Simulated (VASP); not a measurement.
# C (Pnnn) in VASP: a series of runs

The runs below take C through single point, with PBE.

All numbers are computed with VASP 6.6.1; they aren't measurements. Logs are shortened: lines on timing, memory, paths and dates and some standing lists are left out, and cuts for length are marked.

## Step 1: The cell of the first run

The structure is orthorhombic, space group Pnnn (No. 48). The conventional cell has a = 2.591 Å, b = 3.031 Å, c = 7.150 Å, α = 90.00°, β = 90.00°, γ = 90.00°. C (site symmetry 222) has 4 C at 1.65 Å within 2.2 Å. Within 2.0 Å of C (site symmetry 1) lie 4 C at 1.51 to 1.65 Å.

The cell was built from a structure type or drawn by symmetry, and may not be a known phase.

## Step 2: Single point, PBE

Contents of INCAR:

```
  ALGO = Normal
  EDIFF = 1E-6
  ENCUT = 520
  GGA = PE
  ISIF = 2
  ISMEAR = 0
  LASPH = True
  LCHARG = True
  LELF = True
  LREAL = False
  LVHAR = True
  LWAVE = False
  NBANDS = 31
  NELM = 80
  PREC = Accurate
  SIGMA = 0.1
```

Contents of KPOINTS:

```
k-points
0
Gamma
  6 6 4
```

Contents of POSCAR:

```
C
1.0
    2.5908572034      0.0000000000      0.0000000000
    0.0000000000      3.0313775424      0.0000000000
    0.0000000000      0.0000000000      7.1496293476
C
10
Direct
    0.0000000000      0.5000000000      0.0000000000
    0.5000000000      0.0000000000      0.5000000000
    0.7348668284      0.3515742171      0.3466453163
    0.2651331716      0.3515742171      0.6533546837
    0.7348668284      0.6484257829      0.6533546837
    0.2651331716      0.6484257829      0.3466453163
    0.7651331716      0.1484257829      0.1533546837
    0.2348668284      0.1484257829      0.8466453163
    0.7651331716      0.8515742171      0.8466453163
    0.2348668284      0.8515742171      0.1533546837
```

Potentials or basis: VASP PAW PBE potentials, release 64 (C).

Started as:

```sh
> cat potpaw_PBE.64/C/POTCAR > POTCAR
> mpirun -np 1 vasp_std > vasp.out
```

OUTCAR:

```text
EDIFF = 1E-6
   ENCUT = 520
   GGA = PE
   ISIF = 2
   ISMEAR = 0
   LASPH = True
   LREAL = False
   NELM = 80
   PREC = Accurate

 ion  position               nearest neighbor table
   1  0.000  0.500  0.000-   7 1.65   8 1.65   9 1.65  10 1.65
   2  0.500  0.000  0.500-   3 1.65   4 1.65   5 1.65   6 1.65
   3  0.735  0.352  0.347-   6 1.51   7 1.51   6 1.64   2 1.65
   4  0.265  0.352  0.653-   5 1.51   8 1.51   5 1.64   2 1.65
   5  0.735  0.648  0.653-   4 1.51   9 1.51   4 1.64   2 1.65
   6  0.265  0.648  0.347-   3 1.51  10 1.51   3 1.64   2 1.65
   7  0.765  0.148  0.153-  10 1.51   3 1.51  10 1.64   1 1.65
   8  0.235  0.148  0.847-   9 1.51   4 1.51   9 1.64   1 1.65
   9  0.765  0.852  0.847-   8 1.51   5 1.51   8 1.64   1 1.65
  10  0.235  0.852  0.153-   7 1.51   6 1.51   7 1.64   1 1.65

  LATTYP: Found a simple orthorhombic cell.
 ALAT       =     2.5908572034
 B/A-ratio  =     1.1700287991
 C/A-ratio  =     2.7595613291

  Lattice vectors:

 A1 = (   2.5908572034,   0.0000000000,   0.0000000000)
 A2 = (   0.0000000000,   3.0313775424,   0.0000000000)
 A3 = (   0.0000000000,   0.0000000000,   7.1496293476)

Analysis of symmetry for initial positions (statically):
=====================================================================
 Subroutine PRICEL returns:
 Original cell was already a primitive cell.

 Routine SETGRP: Setting up the symmetry group for a
 simple orthorhombic supercell.

 Subroutine GETGRP returns: Found  8 space group operations
 (whereof  4 operations were pure point group operations)
 out of a pool of  8 trial point group operations.

The static configuration has the point symmetry D_2 .
 The point group associated with its full space group is D_2h.

Analysis of symmetry for dynamics (positions and initial velocities):
=====================================================================
 Subroutine PRICEL returns:
 Original cell was already a primitive cell.

 Routine SETGRP: Setting up the symmetry group for a
 simple orthorhombic supercell.

 Subroutine GETGRP returns: Found  8 space group operations
 (whereof  4 operations were pure point group operations)
 out of a pool of  8 trial point group operations.

The dynamic configuration has the point symmetry D_2 .
 The point group associated with its full space group is D_2h.

 Subroutine INISYM returns: Found  8 space group operations
[... 120 lines left out ...]
   ISYM   =      2    0-nonsym 1-usesym 2-fastsym
   POTIM  = 0.5000    time-step for ionic-motion
   TEBEG  =    0.0;   TEEND  =   0.0 temperature during run
   PSTRESS=    0.0 pullay stress
   NELECT =      40.0000    total number of electrons
   NUPDOWN=      -1.0000    fix difference up-down
   EMIN   =  10.00;   EMAX   =-10.00  energy-range for DOS
   EFERMI =   0.00;   METHOD = LEGACY
   ISMEAR =     0;   SIGMA  =   0.10  broadening in eV -4-tet -1-fermi 0-gaus
   EFERMI_NEDOS =   21; number of points for ismear=-14 and -15
   IALGO  =     38    algorithm
   IMIX   =      4    mixing-type and parameters
     AMIX     =   0.40;   BMIX     =  1.00
     AMIX_MAG =   1.60;   BMIX_MAG =  1.00
  volume/ion in A,a.u.               =       5.62        37.89
  Fermi-wavevector in a.u.,A,eV,Ry     =   1.462085  2.762939 29.085054  2.137691
  Thomas-Fermi vector in A             =   2.578340
   LORBIT       =      0    0 simple, 1 ext, 2 COOP (PROOUT), +10 PAW based schemes
   GGA     = PE    functional components
   LHFCALC =     F    Hartree Fock is set to
   AEXX    =    0.0000 exact exchange contribution
   IVDW    =     0    specifies the selected vdW correction
   LEPSILON=     F    determine dielectric tensor
   LRPA    =     F    only Hartree local field effects (RPA)
 non-spin polarized calculation
 Gauss-broadening in eV      SIGMA  =   0.10
  energy-cutoff  :      520.00
  volume of cell :       56.15
 maximum number of plane-waves:      1536
 NGX is ok and might be reduce to    20
   NGX =  9   NGY = 11   NGZ = 27

 number of electron      40.0000004 magnetization

 Free energy of the ion-electron system (eV)
  ---------------------------------------------------
  ext. energy  EPLUGINS =         0.00000000
  ---------------------------------------------------
  free energy    TOTEN  =       -82.42173263 eV

  energy without entropy =      -82.42173263  energy(sigma->0) =      -82.42173263

 E-fermi :   9.6455     XC(G=0): -13.5045

 val. band max:        9.1573565076   @ k =   0.0000   0.3333   0.0000
 cond. band min:      12.9696918270   @ k =   0.0000   0.0000   0.5000
 fundamental gap:      3.8123353194
 Fermi energy:         9.6454529719

 k-point     1 :       0.0000    0.0000    0.0000
  band No.  band energies     occupation
      1     -11.6920      2.00000
      2      -9.9391      2.00000
      3      -8.6813      2.00000
      4      -2.9799      2.00000
      5      -2.4421      2.00000
      6       0.4570      2.00000
[... 805 lines left out ...]
     30      20.2253      0.00000
     31      20.8949      0.00000

 [... further k-points ...]

------------------------ aborting loop because EDIFF is reached ----------------------------------------

  FORCE on cell =-STRESS in cart. coord.  units (eV):
  Direction    XX          YY          ZZ          XY          YZ          ZX
  --------------------------------------------------------------------------------------
  -------------------------------------------------------------------------------------
  Total        0.1955856      0.2027648      0.2351057      0.0000000      0.0000000      0.0000000
  in kB        5.5805932      5.7854364      6.7082119      0.0000000      0.0000000      0.0000000
  external PRESSURE =       6.0247472 kB  Pullay stress =       0.0000000 kB

 VOLUME and BASIS-vectors are now :
 -----------------------------------------------------------------------------
  energy-cutoff  :      520.00
  volume of cell :       56.15
      direct lattice vectors                 reciprocal lattice vectors
     2.590857203  0.000000000  0.000000000     0.385972642  0.000000000  0.000000000
     0.000000000  3.031377542  0.000000000     0.000000000  0.329883027  0.000000000
     0.000000000  0.000000000  7.149629348     0.000000000  0.000000000  0.139867391

 POSITION                                       TOTAL-FORCE (eV/Angst)
 -----------------------------------------------------------------------------------
      0.00000      1.51569      0.00000        -0.000000      0.000000      0.000000
      1.29543      0.00000      3.57481        -0.000000      0.000000      0.000000
      1.90394      1.06575      2.47839         0.025593     -0.006542      0.027509
      0.68692      1.06575      4.67124        -0.025593     -0.006542     -0.027509
      1.90394      1.96562      4.67124         0.025593      0.006542     -0.027509
      0.68692      1.96562      2.47839        -0.025593      0.006542      0.027509
      1.98235      0.44993      1.09643        -0.025593      0.006542     -0.027509
      0.60851      0.44993      6.05320         0.025593      0.006542      0.027509
      1.98235      2.58144      6.05320        -0.025593     -0.006542      0.027509
      0.60851      2.58144      1.09643         0.025593     -0.006542     -0.027509
 -----------------------------------------------------------------------------------
    total drift:                               -0.000000     -0.000000      0.000000

  FREE ENERGIE OF THE ION-ELECTRON SYSTEM (eV)
  ---------------------------------------------------
  free  energy   TOTEN  =       -82.4217326254 eV

  energy  without entropy=      -82.4217326254  energy(sigma->0) =      -82.42173263
```

Run time: 96 s. Hardware: 1 thread of Intel Xeon 8259CL, shared host; peak memory 0.19 GiB.

What came out:

```yaml
Free_energy: -82.4217 eV
Pressure: 0.6 GPa
Largest_force: 0.038 eV/Å
Band_gap_on_the_k_mesh: 3.81 eV (least direct gap 4.04 eV)
```

Forces in eV/Å, atoms in the order of the input:
```
C    0.000  0.000  0.000
C    0.000  0.000  0.000
C    0.026 -0.007  0.028
C   -0.026 -0.007 -0.028
C    0.026  0.007 -0.028
C   -0.026  0.007  0.028
C   -0.026  0.007 -0.028
C    0.026  0.007  0.028
C   -0.026 -0.007  0.028
C    0.026 -0.007 -0.028
```

Stress tensor (GPa, compression positive):
```
0.56 0.00 0.00
0.00 0.58 0.00
0.00 0.00 0.67
```

## Step 3: Single point, PBE

Contents of INCAR:

```
  ALGO = Normal
  EDIFF = 1E-7
  ENCUT = 520
  GGA = PE
  ISIF = 2
  ISMEAR = 0
  LASPH = True
  LCHARG = False
  LREAL = False
  LWAVE = False
  NBANDS = 31
  NELM = 100
  PREC = Accurate
  SIGMA = 0.02
```

Contents of KPOINTS:

```
k-points
0
Gamma
  10 8 4
```

Contents of POSCAR:

```
C
1.0
    2.5903236586      0.0000000000      0.0000000000
    0.0000000000      3.0318312653      0.0000000000
    0.0000000000      0.0000000000      7.1499970284
C
10
Direct
    0.0000000000      0.5000000000      0.0000000000
    0.5000000000      0.0000000000      0.5000000000
    0.7348639544      0.3515545084      0.3466429824
    0.2651360456      0.3515545084      0.6533570176
    0.7348639544      0.6484454916      0.6533570176
    0.2651360456      0.6484454916      0.3466429824
    0.7651360456      0.1484454916      0.1533570176
    0.2348639544      0.1484454916      0.8466429824
    0.7651360456      0.8515545084      0.8466429824
    0.2348639544      0.8515545084      0.1533570176
```

Potentials or basis: VASP PAW PBE potentials, release 64 (C).

Started as:

```sh
> cat potpaw_PBE.64/C/POTCAR > POTCAR
> mpirun -np 1 vasp_std > vasp.out
```

Wall time 3.5 min (1 thread of Intel Xeon 8259CL, shared host); peak memory 0.23 GiB.

It converged, with:

* Free energy: -82.4223 eV
* Pressure: 0.6 GPa
* Largest force: 0.038 eV/Å
* Band gap on the k mesh: 3.65 eV (least direct gap 4.04 eV)

Forces on the atoms (eV/Å):
```
C    0.000  0.000  0.000
C    0.000  0.000  0.000
C    0.026 -0.005  0.027
C   -0.026 -0.005 -0.027
C    0.026  0.005 -0.027
C   -0.026  0.005  0.027
C   -0.026  0.005 -0.027
C    0.026  0.005  0.027
C   -0.026 -0.005  0.027
C    0.026 -0.005 -0.027
```

Stress tensor (GPa, compression positive):
```
0.55 0.00 0.00
0.00 0.59 0.00
0.00 0.00 0.68
```

Levels at points of the mesh, in eV from the valence-band top:
```
           k point  band 17  band 18  band 19  band 20  band 21  band 22  band 23  band 24
(0.00, 0.00, 0.00)    -2.26    -1.97    -0.38    -0.23     3.81     4.19     4.51     6.42
(0.50, 0.00, 0.00)    -3.71    -3.71    -2.24    -2.24     4.02     4.02     4.75     4.75
(0.00, 0.50, 0.00)    -0.90    -0.90    -0.37    -0.37     5.41     5.41     6.20     6.20
(0.50, 0.50, 0.00)    -3.69    -3.69    -3.35    -3.35     6.75     6.75     6.77     6.77
(0.00, 0.00, 0.50)    -1.09    -1.09    -0.80    -0.80     3.65     3.65     6.63     6.63
(0.50, 0.00, 0.50)    -3.34    -3.34    -3.17    -3.17     4.47     4.47     4.83     4.83
(0.00, 0.50, 0.50)    -0.94    -0.94    -0.22    -0.22     5.34     5.34     6.26     6.26
(0.50, 0.50, 0.50)    -2.90    -2.84    -2.12    -1.10     4.96     5.22     5.78     5.88
```

A k mesh can miss the band edges.
